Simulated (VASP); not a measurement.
# BAuF4 (P4/mmm) in VASP: single point with r2SCAN+rVV10

Aim: the single point of BAuF4 with r2SCAN+rVV10.

All numbers are computed with VASP 6.6.1; they aren't measurements. Logs are shortened: lines on timing, memory, paths and dates and some standing lists are left out, and cuts for length are marked.

## 1. The cell of the first run

Symmetry: P4/mmm, No. 123, tetragonal system. The conventional cell has a = 3.114 Å, b = 3.114 Å, c = 6.130 Å, α = 90.00°, β = 90.00°, γ = 90.00°. B (site symmetry 4/mmm) has 8 F at 1.87 Å within 2.5 Å. Au (site symmetry 4/mmm) has 8 F at 2.55 Å and 4 Au at 3.11 Å within 3.4 Å. F (site symmetry 2mm) has 2 B at 1.87 Å and 5 F at 2.09 to 2.20 Å within 2.5 Å.

## 2. Single point, r2SCAN+rVV10

Contents of POSCAR:

```
BAuF4
1.0
    3.1143998087      0.0000000000      0.0000000000
    0.0000000000      3.1143998087      0.0000000000
    0.0000000000      0.0000000000      6.1299416125
B Au F
1 1 4
Direct
    0.0000000000      0.0000000000      0.0000000000
    0.5000000000      0.5000000000      0.5000000000
    0.5000000000      0.0000000000      0.8296967829
    0.0000000000      0.5000000000      0.1703032171
    0.5000000000      0.0000000000      0.1703032171
    0.0000000000      0.5000000000      0.8296967829
```

Contents of INCAR.step1:

```
SYSTEM = BAuF4
ALGO = Normal ; EDIFF = 1E-4
ENCUT = 520 ; GGA = PE
ISMEAR = -1 ; LASPH = .True.
LCHARG = .False. ; LREAL = .False.
LWAVE = .True. ; NBANDS = 30
NELM = 100 ; PREC = Accurate
SIGMA = 0.03
```

Contents of INCAR.step2:

```
SYSTEM = BAuF4
ALGO = Normal ; BPARAM = 11.95
CPARAM = 0.0093 ; EDIFF = 1E-6
ENCUT = 520 ; ISIF = 2
ISMEAR = -1 ; ISTART = 1
IVDW_NL = 2 ; LASPH = .True.
LCHARG = .False. ; LMIXTAU = .True.
LREAL = .False. ; LUSE_VDW = .True.
LWAVE = .False. ; METAGGA = R2SCAN
NBANDS = 30 ; NELM = 100
PREC = Accurate ; SIGMA = 0.03
```

Contents of KPOINTS:

```
k-points
0
Gamma
  10 10 6
  0 0 0
```

Potentials or basis: VASP PAW PBE potentials, release 64 (B, Au, F).

Launch:

```
> cat potpaw_PBE.64/B/POTCAR potpaw_PBE.64/Au/POTCAR potpaw_PBE.64/F/POTCAR > POTCAR
> cp INCAR.step1 INCAR
> mpirun -np 1 vasp_std > vasp.out
> cp INCAR.step2 INCAR
> mpirun -np 1 vasp_std > vasp.out
```

OUTCAR:

```text
SYSTEM = BAuF4
   BPARAM = 11.95
   EDIFF = 1E-6
   ENCUT = 520
   ISIF = 2
   ISMEAR = -1
   ISTART = 1
   IVDW_NL = 2
   LASPH = .True.
   LREAL = .False.
   METAGGA = R2SCAN
   NELM = 100
   PREC = Accurate

 ion  position               nearest neighbor table
   1  0.000  0.000  0.000-   3 1.87   4 1.87   5 1.87   6 1.87   4 1.87   6 1.87   3 1.87   5 1.87

   2  0.500  0.500  0.500-   3 2.55   4 2.55   5 2.55   6 2.55   3 2.55   5 2.55   4 2.55   6 2.55

   3  0.500  0.000  0.830-   1 1.87   1 1.87   2 2.55   2 2.55
   4  0.000  0.500  0.170-   1 1.87   1 1.87   2 2.55   2 2.55
   5  0.500  0.000  0.170-   1 1.87   1 1.87   2 2.55   2 2.55
   6  0.000  0.500  0.830-   1 1.87   1 1.87   2 2.55   2 2.55

  LATTYP: Found a simple tetragonal cell.
 ALAT       =     3.1143998087
 C/A-ratio  =     1.9682577668

  Lattice vectors:

 A1 = (   3.1143998087,   0.0000000000,   0.0000000000)
 A2 = (   0.0000000000,   3.1143998087,   0.0000000000)
 A3 = (   0.0000000000,   0.0000000000,   6.1299416125)

Analysis of symmetry for initial positions (statically):
=====================================================================
 Subroutine PRICEL returns:
 Original cell was already a primitive cell.

 Routine SETGRP: Setting up the symmetry group for a
 simple tetragonal supercell.

 Subroutine GETGRP returns: Found 16 space group operations
 (whereof 16 operations were pure point group operations)
 out of a pool of 16 trial point group operations.

The static configuration has the point symmetry D_4h.

Analysis of symmetry for dynamics (positions and initial velocities):
=====================================================================
 Subroutine PRICEL returns:
 Original cell was already a primitive cell.

 Routine SETGRP: Setting up the symmetry group for a
 simple tetragonal supercell.

 Subroutine GETGRP returns: Found 16 space group operations
 (whereof 16 operations were pure point group operations)
 out of a pool of 16 trial point group operations.

The dynamic configuration has the point symmetry D_4h.

 Subroutine INISYM returns: Found 16 space group operations
 (whereof 16 operations are pure point group operations),
 and found     1 'primitive' translations

----------------------------------------------------------------------------------------

                                     Primitive cell

  volume of cell :      59.4573

  direct lattice vectors                    reciprocal lattice vectors
     3.114399809  0.000000000  0.000000000     0.321089154  0.000000000  0.000000000
     0.000000000  3.114399809  0.000000000     0.000000000  0.321089154  0.000000000
     0.000000000  0.000000000  6.129941612     0.000000000  0.000000000  0.163133691

  length of vectors
     3.114399809  3.114399809  6.129941612     0.321089154  0.321089154  0.163133691

  position of ions in fractional coordinates (direct lattice)
     0.000000000  0.000000000  0.000000000
     0.500000000  0.500000000  0.500000000
     0.500000000  0.000000000  0.829696783
     0.000000000  0.500000000  0.170303217
     0.500000000  0.000000000  0.170303217
     0.000000000  0.500000000  0.829696783

  ion indices of the primitive-cell ions
   primitive index   ion index
                 1           1
                 2           2
                 3           3
                 4           4
                 5           5
                 6           6

----------------------------------------------------------------------------------------

 KPOINTS: k-points

Automatic generation of k-mesh.
 Grid dimensions read from file:
 generate k-points for:   10   10    6

 Generating k-lattice:

  Cartesian coordinates                     Fractional coordinates (reciprocal lattice)
     0.032108915  0.000000000  0.000000000     0.100000000  0.000000000  0.000000000
     0.000000000  0.032108915  0.000000000     0.000000000  0.100000000  0.000000000
     0.000000000  0.000000000  0.027188948     0.000000000  0.000000000  0.166666667

  Length of vectors
     0.032108915  0.032108915  0.027188948

  Shift w.r.t. Gamma in fractional coordinates (k-lattice)
     0.000000000  0.000000000  0.000000000

 Subroutine IBZKPT returns following result:
 ===========================================

 Found     84 irreducible k-points:

 Following reciprocal coordinates:
            Coordinates               Weight
  0.000000  0.000000  0.000000      1.000000
  0.100000  0.000000  0.000000      4.000000
  0.200000  0.000000  0.000000      4.000000
  0.300000  0.000000  0.000000      4.000000
  0.400000  0.000000  0.000000      4.000000
  0.500000  0.000000  0.000000      2.000000
[... 16 lines left out ...]
  0.100000  0.000000  0.166667      8.000000
  0.200000  0.000000  0.166667      8.000000
 [... further k-points ...]
   k-points           NKPTS =     84   k-points in BZ     NKDIM =     84   number of bands    NBANDS=     30
   number of dos      NEDOS =    301   number of ions     NIONS =      6
   total plane-waves  NPLWV =  27648
   dimension x,y,z NGX =    24 NGY =   24 NGZ =   48
   dimension x,y,z NGXF=    48 NGYF=   48 NGZF=   96
   ions per type =               1   1   4
   NGX,Y,Z   is equivalent  to a cutoff of  12.81, 12.81, 13.02 a.u.
   NGXF,Y,Z  is equivalent  to a cutoff of  25.62, 25.62, 26.04 a.u.
 SYSTEM =  BAuF4
   PREC   = accura    normal or accurate (medium, high low for compatibility)
   ISTART =      1    job   : 0-new  1-cont  2-samecut
   ICHARG =      0    charge: 1-file 2-atom 10-const
   ISPIN  =      1    spin polarized calculation?
   LNONCOLLINEAR =      F non collinear calculations
   LSORBIT =      F    spin-orbit coupling
   LASPH  =      T    aspherical Exc in radial PAW
   ENCUT  =  520.0 eV  38.22 Ry    6.18 a.u.   5.79  5.79 11.40*2*pi/ulx,y,z
   NELM   =    100;   NELMIN=  2; NELMDL=  0     # of ELM steps
   EDIFF  = 0.1E-05   stopping-criterion for ELM
   LREAL  =      F    real-space projection
[... 7 lines left out ...]
   TEBEG  =    0.0;   TEEND  =   0.0 temperature during run
   PSTRESS=    0.0 pullay stress
   NELECT =      42.0000    total number of electrons
   NUPDOWN=      -1.0000    fix difference up-down
   EMIN   =  10.00;   EMAX   =-10.00  energy-range for DOS
   EFERMI =   0.00;   METHOD = LEGACY
   ISMEAR =    -1;   SIGMA  =   0.03  broadening in eV -4-tet -1-fermi 0-gaus
   EFERMI_NEDOS =   21; number of points for ismear=-14 and -15
   IALGO  =     38    algorithm
   IMIX   =      4    mixing-type and parameters
     AMIX     =   0.40;   BMIX     =  1.00
     AMIX_MAG =   1.60;   BMIX_MAG =  1.00
  volume/ion in A,a.u.               =       9.91        66.87
  Fermi-wavevector in a.u.,A,eV,Ry     =   1.457996  2.755212 28.922604  2.125751
  Thomas-Fermi vector in A             =   2.574732
   LORBIT       =      0    0 simple, 1 ext, 2 COOP (PROOUT), +10 PAW based schemes
   METAGGA = R2SCAN    functional components
   LHFCALC =     F    Hartree Fock is set to
   AEXX    =    0.0000 exact exchange contribution
   IVDW_NL    =     2    kernel type
   BPARAM     =11.9500
   IVDW    =     0    specifies the selected vdW correction
   LEPSILON=     F    determine dielectric tensor
   LRPA    =     F    only Hartree local field effects (RPA)
 non-spin polarized calculation
  energy-cutoff  :      520.00
  volume of cell :       59.46
 maximum number of plane-waves:      1624
 NGX is ok and might be reduce to    24
   NGX = 11   NGY = 11   NGZ = 23

 number of electron      41.9999998 magnetization

 Free energy of the ion-electron system (eV)
  ---------------------------------------------------
  ext. energy  EPLUGINS =         0.00000000
  ---------------------------------------------------
  free energy    TOTEN  =       -73.42206192 eV

  energy without entropy =      -73.42182313  energy(sigma->0) =      -73.42194253

 E-fermi :   3.3099     XC(G=0): -12.0877

 val. band max:        3.2508323407   @ k =   0.5000   0.5000   0.5000
 cond. band min:       3.3154309621   @ k =   0.0000   0.0000   0.0000
 fundamental gap:      0.0645986214
 Fermi energy:         3.3098558466

 k-point     1 :       0.0000    0.0000    0.0000
  band No.  band energies     occupation
      1     -22.9376      2.00000
      2     -21.6239      2.00000
      3     -20.0127      2.00000
      4     -19.1337      2.00000
      5      -5.4858      2.00000
      6      -3.9899      2.00000
[... 22 lines left out ...]
     29      18.3001      0.00000
     30      18.3001      0.00000

 k-point     2 :       0.1000    0.0000    0.0000
  band No.  band energies     occupation
      1     -22.8724      2.00000
      2     -21.5662      2.00000
      3     -20.0902      2.00000
      4     -19.1956      2.00000
      5      -5.4280      2.00000
      6      -3.9941      2.00000
[... 22 lines left out ...]
     29      17.3921      0.00000
     30      18.5694      0.00000

 k-point     3 :       0.2000    0.0000    0.0000
  band No.  band energies     occupation
      1     -22.6814      2.00000
      2     -21.3971      2.00000
      3     -20.3132      2.00000
      4     -19.3770      2.00000
      5      -5.2734      2.00000
      6      -3.9742      2.00000
[... 22 lines left out ...]
     29      17.5416      0.00000
     30      19.3264      0.00000

 k-point     4 :       0.3000    0.0000    0.0000
  band No.  band energies     occupation
      1     -22.3787      2.00000
      2     -21.1312      2.00000
      3     -20.6558      2.00000
      4     -19.6589      2.00000
      5      -5.0718      2.00000
      6      -3.8822      2.00000
[... 22 lines left out ...]
     29      18.1697      0.00000
     30      20.4221      0.00000

 k-point     5 :       0.4000    0.0000    0.0000
  band No.  band energies     occupation
      1     -21.9880      2.00000
      2     -21.0795      2.00000
      3     -20.7922      2.00000
      4     -20.0115      2.00000
      5      -4.8878      2.00000
      6      -3.7488      2.00000
[... 22 lines left out ...]
     29      18.8814      0.00000
     30      19.7846      0.00000
[... 526 lines left out ...]
     29      15.4715      0.00000
     30      17.6019      0.00000

 k-point    22 :       0.0000    0.0000    0.1667
  band No.  band energies     occupation
      1     -22.9327      2.00000
      2     -21.6309      2.00000
      3     -20.0118      2.00000
      4     -19.1350      2.00000
      5      -5.3870      2.00000
      6      -4.0047      2.00000
[... 22 lines left out ...]
     29      18.2529      0.00000
     30      18.2529      0.00000

 k-point    23 :       0.1000    0.0000    0.1667
  band No.  band energies     occupation
      1     -22.8678      2.00000
      2     -21.5725      2.00000
      3     -20.0891      2.00000
      4     -19.1969      2.00000
      5      -5.3358      2.00000
      6      -4.0037      2.00000
[... 22 lines left out ...]
     29      17.3468      0.00000
     30      18.5280      0.00000

 k-point    24 :       0.2000    0.0000    0.1667
  band No.  band energies     occupation
      1     -22.6773      2.00000
      2     -21.4025      2.00000
      3     -20.3122      2.00000
      4     -19.3778      2.00000
      5      -5.2014      2.00000
      6      -3.9692      2.00000
[... 22 lines left out ...]
     29      17.5377      0.00000
     30      19.3016      0.00000

 [... further k-points ...]
[... 5 lines left out ...]
  --------------------------------------------------------------------------------------
  -------------------------------------------------------------------------------------
  Total       -0.0317651     -0.0317651      0.0235287      0.0000000      0.0000000      0.0000000
  in kB       -0.8559643     -0.8559643      0.6340200      0.0000000      0.0000000      0.0000000
  external PRESSURE =      -0.3593029 kB  Pullay stress =       0.0000000 kB

 VOLUME and BASIS-vectors are now :
 -----------------------------------------------------------------------------
  energy-cutoff  :      520.00
  volume of cell :       59.46
      direct lattice vectors                 reciprocal lattice vectors
     3.114399809  0.000000000  0.000000000     0.321089154  0.000000000  0.000000000
     0.000000000  3.114399809  0.000000000     0.000000000  0.321089154  0.000000000
     0.000000000  0.000000000  6.129941612     0.000000000  0.000000000  0.163133691

 POSITION                                       TOTAL-FORCE (eV/Angst)
 -----------------------------------------------------------------------------------
      0.00000      0.00000      0.00000         0.000000      0.000000     -0.000000
      1.55720      1.55720      3.06497         0.000000      0.000000     -0.000000
      1.55720      0.00000      5.08599         0.000000      0.000000      0.001824
      0.00000      1.55720      1.04395         0.000000      0.000000     -0.001824
      1.55720      0.00000      1.04395         0.000000     -0.000000     -0.001824
      0.00000      1.55720      5.08599         0.000000      0.000000      0.001824
 -----------------------------------------------------------------------------------
    total drift:                                0.000000      0.000000      0.000000

  FREE ENERGIE OF THE ION-ELECTRON SYSTEM (eV)
  ---------------------------------------------------
  free  energy   TOTEN  =       -73.4220619245 eV

  energy  without entropy=      -73.4218231348  energy(sigma->0) =      -73.42194253
```

It took 6.3 min on 1 thread of Intel Xeon 6975P-C, shared host; peak memory 0.38 GiB.

Results:

```
Free energy            : -73.4221 eV
Pressure               : 0.0 GPa
Band gap on the k mesh : 0.06 eV, indirect (least direct gap 0.69 eV)
```

Levels at points of the mesh, in eV from the valence-band top:
| k point | band 17 | band 18 | band 19 | band 20 | band 21 | band 22 | band 23 | band 24 | band 25 | band 26 |
| --- | --- | --- | --- | --- | --- | --- | --- | --- | --- | --- |
| (0.00, 0.00, 0.00) | -1.96 | -1.96 | -0.81 | -0.62 | -0.62 | 0.06 | 3.26 | 5.07 | 7.89 | 7.89 |
| (0.50, 0.00, 0.00) | -2.54 | -1.49 | -0.61 | -0.44 | -0.30 | 3.80 | 4.41 | 4.97 | 8.12 | 8.16 |
| (0.50, 0.50, 0.00) | -0.85 | -0.72 | -0.28 | -0.28 | -0.04 | 4.72 | 6.23 | 6.88 | 6.88 | 9.07 |
| (0.00, 0.00, 0.50) | -1.68 | -1.11 | -0.81 | -0.78 | -0.78 | 1.65 | 2.12 | 5.42 | 8.05 | 8.05 |
| (0.50, 0.00, 0.50) | -1.82 | -1.44 | -1.07 | -0.74 | -0.22 | 4.14 | 4.84 | 4.86 | 8.14 | 8.16 |
| (0.50, 0.50, 0.50) | -1.16 | -1.16 | -0.99 | -0.57 | 0.00 | 4.58 | 6.52 | 7.99 | 7.99 | 8.21 |

Caveat: the PAW data sets were made with another functional, which shifts forces and pressure a little; spin-orbit coupling is left out, which moves the levels of the heavy elements. A k mesh can miss the band edges.
